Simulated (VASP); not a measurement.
Input of a VASP 6.6.1 run:

Contents of INCAR:

```
ALGO     = Normal         # electronic algorithm
EDIFF    = 1E-7           # SCF threshold, eV
EDIFFG   = -0.005         # ionic threshold
ENCUT    = 600            # plane-wave cutoff, eV
GGA      = PE             # functional
IBRION   = 2              # ionic algorithm
ISIF     = 3              # what is computed and relaxed
ISMEAR   = -1             # smearing method
LASPH    = T              # aspherical terms in the spheres
LCHARG   = F              # write CHGCAR
LREAL    = F              # projectors in reciprocal space
LWAVE    = F              # write WAVECAR
NELM     = 60             # most SCF steps
NSW      = 60             # ionic steps
PREC     = Accurate       # precision mode
PSTRESS  = 3300.0       
SIGMA    = 0.05           # smearing width, eV
```

File KPOINTS:

```
k-points
0
Gamma
  15 15 15
```

POSCAR

```
Ga
1.0
    0.0000000000      2.0332054101      2.0332054101
    2.0332054101      0.0000000000      2.0332054101
    2.0332054101      2.0332054101      0.0000000000
Ga
2
Direct
   -0.1250000000     -0.1250000000     -0.1250000000
    0.1250000000      0.1250000000      0.1250000000
```

Potentials or basis: VASP PAW PBE potentials, release 64 (Ga_d).

Launch:

```console
$ cat potpaw_PBE.64/Ga_d/POTCAR > POTCAR
$ mpirun -np 1 vasp_std > vasp.out
```

(1) Estimate the space group after relaxing (to 0.05 Å).

(2) Predict the band gap on the k mesh.

Answers

(1) Fd-3m (No. 227).

(2) zero (band 13 reaches 20.77 eV, above the bottom of band 14 at 9.14 eV).

Caveat: the cell is relaxed towards a set pressure, so the enthalpy falls and the energy may rise.
